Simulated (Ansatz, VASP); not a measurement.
# K: VASP beside Ansatz

```
CELL_PARAMETERS angstrom
-2.64249 2.64249 2.64249
2.64249 -2.64249 2.64249
2.64249 2.64249 -2.64249
ATOMIC_POSITIONS crystal
K 0.00000 0.00000 0.00000
```

Alike in both runs: task single point; functional HSE06; k mesh 5 × 5 × 5; occupations gaussian, width 0.05 eV; no spin polarisation.

|  | VASP | Ansatz |
| --- | --- | --- |
| version | VASP 6.6.1 | Ansatz 0.2.0 |
| potentials or method | VASP PAW PBE potentials, release 64 (K_sv) | Ansatz PAW polarizable |
| plane-wave cutoff (eV) | 400 | 420 |
| valence electrons in the cell | 9 | 9 |

```tsv
	VASP	Ansatz	Ansatz less VASP
gap on the k mesh at the Fermi level (eV)	none	none	-
pressure (GPa)	0.1	0.1	0.00
```

A gap of «none» marks a metal or a gap that the smearing closes.
